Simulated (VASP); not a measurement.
# Y in VASP: further runs

Y is run at these levels: PBE; tasks: single point.

All numbers are computed with VASP 6.6.1; they aren't measurements. Logs are shortened: lines on timing, memory, paths and dates and some standing lists are left out, and cuts for length are marked.

## Step 1: The cell of the first run

The structure is monoclinic, space group C2/c (No. 15). Conventional cell: a = 3.744 Å, b = 6.374 Å, c = 5.674 Å, α = 90.00°, β = 92.28°, γ = 90.00°. Within 4.3 Å of Y (site symmetry 2) lie 12 Y at 3.27 to 3.80 Å.

## Step 2: Single point, PBE (strained and its atoms moved)

Contents of INCAR:

```
SYSTEM = Y
PREC = Accurate ; ENCUT = 520
EDIFF = 1E-6 ; ISMEAR = 0
SIGMA = 0.1 ; LREAL = .False.
LASPH = .True. ; NELM = 100
ALGO = Normal ; ISIF = 2
LWAVE = .False. ; LCHARG = .False.
GGA = PE ; NBANDS = 18
```

Contents of KPOINTS:

```
regular mesh
0
Gamma
  12 12 8
  0 0 0
```

Contents of POSCAR:

```
Y
1.0
    3.7429327780      0.0000000000      0.0730299847
   -1.8714663889      3.1870202176     -0.0365149924
    0.1149480000      0.0000000000      5.6730286440
Y
2
Direct
    0.3728616360      0.7457232722      0.2500000000
    0.6271383640      0.2542767278      0.7500000000
```

Potentials or basis: VASP PAW PBE potentials, release 64 (Y_sv).

The run is started by

```console
cat potpaw_PBE.64/Y_sv/POTCAR > POTCAR
mpirun -np 1 vasp_std > vasp.out
```

OUTCAR:

```text
SYSTEM = Y
   PREC = Accurate
   ENCUT = 520
   EDIFF = 1E-6
   ISMEAR = 0
   LREAL = .False.
   LASPH = .True.
   NELM = 100
   ISIF = 2
   GGA = PE

 ion  position               nearest neighbor table
   1  0.373  0.746  0.250-   2 3.27   2 3.27   2 3.69   2 3.69   2 3.80   2 3.80
   2  0.627  0.254  0.750-   1 3.27   1 3.27   1 3.69   1 3.69   1 3.80   1 3.80

  LATTYP: Found a base centered monoclinic cell.
 ALAT       =     3.7436451701
 B/A-ratio  =     1.7026294282
 C/A-ratio  =     1.5156866679
 COS(beta)  =    -0.0397578972

  Lattice vectors:

 A1 = (  -1.8714663889,   3.1870202176,  -0.0365149924)
 A2 = (  -1.8714663891,  -3.1870202176,  -0.0365149923)
 A3 = (   0.1149480000,   0.0000000000,   5.6730286440)

Analysis of symmetry for initial positions (statically):
=====================================================================
 Subroutine PRICEL returns:
 Original cell was already a primitive cell.

 Routine SETGRP: Setting up the symmetry group for a
 base centered monoclinic supercell.

 Subroutine GETGRP returns: Found  4 space group operations
 (whereof  2 operations were pure point group operations)
 out of a pool of  4 trial point group operations.

The static configuration has the point symmetry S_2 .
 The point group associated with its full space group is C_2h.

Analysis of symmetry for dynamics (positions and initial velocities):
=====================================================================
 Subroutine PRICEL returns:
 Original cell was already a primitive cell.

 Routine SETGRP: Setting up the symmetry group for a
 base centered monoclinic supercell.

 Subroutine GETGRP returns: Found  4 space group operations
 (whereof  2 operations were pure point group operations)
 out of a pool of  4 trial point group operations.

The dynamic configuration has the point symmetry S_2 .
 The point group associated with its full space group is C_2h.

 Subroutine INISYM returns: Found  4 space group operations
 (whereof  2 operations are pure point group operations),
 and found     1 'primitive' translations

----------------------------------------------------------------------------------------

                                     Primitive cell

  volume of cell :      67.6457

  direct lattice vectors                    reciprocal lattice vectors
     3.742932778  0.000000000  0.073029985     0.267275840  0.156886360 -0.005415595
    -1.871466389  3.187020218 -0.036514992     0.000000000  0.313772719  0.000000000
     0.114948000  0.000000000  5.673028644    -0.003440693  0.000000000  0.176342403

  length of vectors
     3.743645170  3.696054336  5.674193074     0.309966180  0.313772719  0.176375966

  position of ions in fractional coordinates (direct lattice)
     0.372861636  0.745723272  0.250000000
     0.627138364  0.254276728  0.750000000

  ion indices of the primitive-cell ions
   primitive index   ion index
                 1           1
                 2           2

----------------------------------------------------------------------------------------

 KPOINTS: regular mesh

Automatic generation of k-mesh.
 Grid dimensions read from file:
 generate k-points for:   12   12    8

 Generating k-lattice:

  Cartesian coordinates                     Fractional coordinates (reciprocal lattice)
     0.022272987  0.013073863 -0.000451300     0.083333333  0.000000000  0.000000000
     0.000000000  0.026147727  0.000000000     0.000000000  0.083333333  0.000000000
    -0.000430087  0.000000000  0.022042800     0.000000000  0.000000000  0.125000000

  Length of vectors
     0.025830515  0.026147727  0.022046996

  Shift w.r.t. Gamma in fractional coordinates (k-lattice)
     0.000000000  0.000000000  0.000000000

 Subroutine IBZKPT returns following result:
 ===========================================

 Found    320 irreducible k-points:

 Following reciprocal coordinates:
            Coordinates               Weight
  0.000000  0.000000  0.000000      1.000000
  0.083333 -0.000000 -0.000000      4.000000
  0.166667 -0.000000 -0.000000      4.000000
  0.250000  0.000000 -0.000000      4.000000
  0.333333 -0.000000  0.000000      4.000000
  0.416667  0.000000 -0.000000      4.000000
[... 16 lines left out ...]
  0.333333  0.166667  0.000000      4.000000
  0.416667  0.166667 -0.000000      4.000000
 [... further k-points ...]
   k-points           NKPTS =    320   k-points in BZ     NKDIM =    320   number of bands    NBANDS=     18
   number of dos      NEDOS =    301   number of ions     NIONS =      2
   total plane-waves  NPLWV =  32928
   dimension x,y,z NGX =    28 NGY =   28 NGZ =   42
   dimension x,y,z NGXF=    56 NGYF=   56 NGZF=   84
   ions per type =               2
   NGX,Y,Z   is equivalent  to a cutoff of  12.43, 12.59, 12.31 a.u.
   NGXF,Y,Z  is equivalent  to a cutoff of  24.87, 25.19, 24.61 a.u.
 SYSTEM =  Y
   PREC   = accura    normal or accurate (medium, high low for compatibility)
   ISTART =      0    job   : 0-new  1-cont  2-samecut
   ICHARG =      2    charge: 1-file 2-atom 10-const
   ISPIN  =      1    spin polarized calculation?
   LNONCOLLINEAR =      F non collinear calculations
   LSORBIT =      F    spin-orbit coupling
   LASPH  =      T    aspherical Exc in radial PAW
   ENCUT  =  520.0 eV  38.22 Ry    6.18 a.u.   6.96  6.87 10.55*2*pi/ulx,y,z
   NELM   =    100;   NELMIN=  2; NELMDL= -5     # of ELM steps
   EDIFF  = 0.1E-05   stopping-criterion for ELM
   LREAL  =      F    real-space projection
   EDIFFG = 0.1E-04   stopping-criterion for IOM
   NSW    =      0    number of steps for IOM
   IBRION =     -1    ionic relax: 0-MD 1-quasi-New 2-CG
   NFREE  =      0    steps in history (QN), initial steepest desc. (CG)
   ISIF   =      2    stress and relaxation
   ISYM   =      2    0-nonsym 1-usesym 2-fastsym
   POTIM  = 0.5000    time-step for ionic-motion
   TEBEG  =    0.0;   TEEND  =   0.0 temperature during run
   PSTRESS=    0.0 pullay stress
   NELECT =      22.0000    total number of electrons
   NUPDOWN=      -1.0000    fix difference up-down
   EMIN   =  10.00;   EMAX   =-10.00  energy-range for DOS
   EFERMI =   0.00;   METHOD = LEGACY
   ISMEAR =     0;   SIGMA  =   0.10  broadening in eV -4-tet -1-fermi 0-gaus
   EFERMI_NEDOS =   21; number of points for ismear=-14 and -15
   IALGO  =     38    algorithm
   IMIX   =      4    mixing-type and parameters
     AMIX     =   0.40;   BMIX     =  1.00
     AMIX_MAG =   1.60;   BMIX_MAG =  1.00
  volume/ion in A,a.u.               =      33.82       228.25
  Fermi-wavevector in a.u.,A,eV,Ry     =   1.125820  2.127492 17.244991  1.267471
  Thomas-Fermi vector in A             =   2.262499
   LORBIT       =      0    0 simple, 1 ext, 2 COOP (PROOUT), +10 PAW based schemes
   GGA     = PE    functional components
   LHFCALC =     F    Hartree Fock is set to
   AEXX    =    0.0000 exact exchange contribution
   IVDW    =     0    specifies the selected vdW correction
   LEPSILON=     F    determine dielectric tensor
   LRPA    =     F    only Hartree local field effects (RPA)
 non-spin polarized calculation
 Gauss-broadening in eV      SIGMA  =   0.10
  energy-cutoff  :      520.00
  volume of cell :       67.65
 maximum number of plane-waves:      1839
   NGX = 13   NGY = 13   NGZ = 21

 number of electron      22.0000000 magnetization

 Free energy of the ion-electron system (eV)
  ---------------------------------------------------
  ext. energy  EPLUGINS =         0.00000000
  ---------------------------------------------------
  free energy    TOTEN  =       -12.67532047 eV

  energy without entropy =      -12.65468025  energy(sigma->0) =      -12.66500036

 E-fermi :   2.8078     XC(G=0):  -9.3077

 val. band max:        2.8077195351   @ k =   0.0000   0.4167   0.0000
 cond. band min:       2.8104273920   @ k =   0.2500  -0.1667   0.2500
 fundamental gap:      0.0027078569
 Fermi energy:         2.8077965888

 k-point     1 :       0.0000    0.0000    0.0000
  band No.  band energies     occupation
      1     -39.9532      2.00000
      2     -39.8630      2.00000
      3     -20.2933      2.00000
      4     -19.7917      2.00000
      5     -19.7108      2.00000
      6     -19.7076      2.00000
[... 10 lines left out ...]
     17       5.8198      0.00000
     18       6.2830      0.00000

 k-point     2 :       0.0833   -0.0000   -0.0000
  band No.  band energies     occupation
      1     -39.9507      2.00000
      2     -39.8620      2.00000
      3     -20.2846      2.00000
      4     -19.8020      2.00000
      5     -19.7352      2.00000
      6     -19.7157      2.00000
[... 10 lines left out ...]
     17       5.8687      0.00000
     18       6.0214      0.00000

 k-point     3 :       0.1667   -0.0000   -0.0000
  band No.  band energies     occupation
      1     -39.9438      2.00000
      2     -39.8592      2.00000
      3     -20.2602      2.00000
      4     -19.8386      2.00000
      5     -19.7870      2.00000
      6     -19.7482      2.00000
[... 10 lines left out ...]
     17       5.6994      0.00000
     18       6.0946      0.00000

 k-point     4 :       0.2500    0.0000   -0.0000
  band No.  band energies     occupation
      1     -39.9342      2.00000
      2     -39.8557      2.00000
      3     -20.2254      2.00000
      4     -19.9094      2.00000
      5     -19.8450      2.00000
      6     -19.7872      2.00000
[... 375 lines left out ...]
      4     -19.9810      2.00000
      5     -19.9574      2.00000
      6     -19.8105      2.00000
[... 10 lines left out ...]
     17       6.7388      0.00000
     18       7.4334      0.00000

 k-point    23 :       0.3333    0.1667    0.0000
  band No.  band energies     occupation
      1     -39.9110      2.00000
      2     -39.8513      2.00000
      3     -20.1285      2.00000
      4     -20.0293      2.00000
      5     -19.9651      2.00000
      6     -19.8487      2.00000
[... 10 lines left out ...]
     17       7.3029      0.00000
     18       7.4973      0.00000

 k-point    24 :       0.4167    0.1667   -0.0000
  band No.  band energies     occupation
      1     -39.9101      2.00000
      2     -39.8497      2.00000
      3     -20.1285      2.00000
      4     -20.0458      2.00000
      5     -19.9507      2.00000
      6     -19.8766      2.00000
[... 10 lines left out ...]
     17       7.5946      0.00000
     18       7.7499      0.00000

 [... further k-points ...]
[... 5 lines left out ...]
  --------------------------------------------------------------------------------------
  -------------------------------------------------------------------------------------
  Total       -1.7165222     -0.2459955      0.4110198     -0.0000000      0.0000000     -0.1712967
  in kB      -40.6555564     -5.8263656      9.7349388     -0.0000000      0.0000000     -4.0571342
  external PRESSURE =     -12.2489944 kB  Pullay stress =       0.0000000 kB

 VOLUME and BASIS-vectors are now :
 -----------------------------------------------------------------------------
  energy-cutoff  :      520.00
  volume of cell :       67.65
      direct lattice vectors                 reciprocal lattice vectors
     3.742932778  0.000000000  0.073029985     0.267275840  0.156886360 -0.005415595
    -1.871466389  3.187020218 -0.036514992     0.000000000  0.313772719  0.000000000
     0.114948000  0.000000000  5.673028644    -0.003440693  0.000000000  0.176342403

 POSITION                                       TOTAL-FORCE (eV/Angst)
 -----------------------------------------------------------------------------------
      0.02874      2.37664      1.41826        -0.000000     -0.691499      0.000000
      1.95768      0.81039      4.29129         0.000000      0.691499     -0.000000
 -----------------------------------------------------------------------------------
    total drift:                                0.000000     -0.000000      0.000000

  FREE ENERGIE OF THE ION-ELECTRON SYSTEM (eV)
  ---------------------------------------------------
  free  energy   TOTEN  =       -12.6753204694 eV

  energy  without entropy=      -12.6546802453  energy(sigma->0) =      -12.66500036
```

It took 5.8 min on 1 thread of Intel Xeon Platinum 8375C at 2.90GHz (Ice Lake), shared host; peak memory 0.46 GiB.

What came out:

| Item | Value |
| --- | --- |
| Free energy | -12.6753 eV |
| Pressure | -1.2 GPa |
| Largest force | 0.691 eV/Å |
| Band gap on the k mesh | zero (band 11 reaches 3.84 eV, above the bottom of band 12 at 2.41 eV) |

Forces in eV/Å, atoms in the order of the input:
```
Y    0.000 -0.691  0.000
Y    0.000  0.691  0.000
```

Caveat: the cell differs from its parent crystal (strained and its atoms moved).

## Step 3: Single point, PBE (strained and its atoms moved)

Contents of INCAR:

```
SYSTEM = Y
  PREC = Accurate
  ENCUT = 520
  EDIFF = 1E-6
  ISMEAR = 0
  SIGMA = 0.1
  LREAL = .False.
  LASPH = .True.
  NELM = 100
  ALGO = Fast
  ISIF = 2
  LWAVE = .False.
  LCHARG = .False.
  GGA = PE
  NBANDS = 18
```

Contents of KPOINTS:

```
Automatic mesh
0
Gamma
  12 12 8
  0 0 0
```

Contents of POSCAR:

```
Y
1.0
    3.7014517467      0.0000000000      0.0000000000
   -1.8507258733      3.2420124599     -0.0222309064
    0.0000000000     -0.0404042220      5.3419209300
Y
2
Direct
    0.3483295222      0.6966590445      0.2444855432
    0.6516704778      0.3033409555      0.7555144568
```

Potentials or basis: VASP PAW PBE potentials, release 64 (Y_sv).

The run is started by

```console
cat potpaw_PBE.64/Y_sv/POTCAR > POTCAR
mpirun -np 1 vasp_std > vasp.out
```

Wall time 7.6 min (1 thread of Intel Xeon Platinum 8488C (Sapphire Rapids), shared host); peak memory 0.45 GiB.

The run converged. Its results:

* Free energy: -12.7846 eV
* Pressure: 1.0 GPa
* Largest force: 0.416 eV/Å
* Band gap on the k mesh: zero (band 11 reaches 4.58 eV, above the bottom of band 12 at 2.49 eV)

Forces in eV/Å, atoms in the order of the input:
```
Y    0.000 -0.286  0.301
Y    0.000  0.286 -0.301
```

Stress tensor (GPa, compression positive):
```
-1.34  0.00  0.00
 0.00  0.02  0.39
 0.00  0.39  4.39
```

Levels at points of the mesh, in eV from the Fermi level:
```
           k point  band 9  band 10  band 11  band 12  band 13  band 14
(0.00, 0.00, 0.00)   -4.67    -1.76     1.50     1.62     1.81     2.02
(0.50, 0.00, 0.00)   -1.79    -1.22    -0.76    -0.23     1.09     2.10
(0.00, 0.50, 0.00)   -1.59    -1.25    -0.41    -0.29     1.27     1.38
(0.00, 0.00, 0.50)   -3.04    -2.99     1.11     1.39     1.39     1.46
(0.50, 0.00, 0.50)   -1.60    -1.55     0.10     0.17     1.52     1.58
(0.00, 0.50, 0.50)   -1.70    -1.69     0.31     0.47     1.22     1.43
```

Caveat: the cell differs from its parent crystal (strained and its atoms moved).
